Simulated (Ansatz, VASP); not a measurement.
PbI2 in VASP and in Ansatz

```
CELL_PARAMETERS angstrom
4.56408 0.00000 0.00000
-2.28204 3.95261 0.00000
0.00000 0.00000 7.04751
ATOMIC_POSITIONS crystal
Pb 0.00000 0.00000 0.00000
I 0.33333 0.66667 0.26671
I 0.66667 0.33333 0.73329
```

Alike in both runs: task single point; functional HSE06; k mesh 6 × 6 × 2; no spin polarisation.

|  | VASP | Ansatz |
| --- | --- | --- |
| version | VASP 6.6.1 | Ansatz 0.2.0 |
| potentials or method | VASP PAW PBE potentials, release 64 (Pb_d, I) | plane waves, PAW |
| plane-wave cutoff (eV) | 400 | 420 |
| occupations | gaussian, width 0.01 eV | fixed |
| valence electrons in the cell | 28 | 48 |

```csv
,VASP,Ansatz,Ansatz less VASP
gap on the k mesh at the Fermi level (eV),2.93,2.93,+0.003
pressure (GPa),0.7,0.7,+0.05
"traceless stress, the component that is largest in VASP (GPa)",-0.10,-0.09,+0.006
rms of the force components (eV/Å),0.036,0.035,-0.0016
```

Atom by atom the forces differ by 0.002 eV/Å (rms over components). VASP's potentials hold 28 valence electrons a cell and Ansatz's 48, so a difference there can come from the potentials and not from the codes. Ansatz's warnings: stress exchange threshold loose, stress scf threshold loose.

The k mesh is coarse, so the values compare programs but aren't converged. Neither program's run includes spin-orbit coupling.
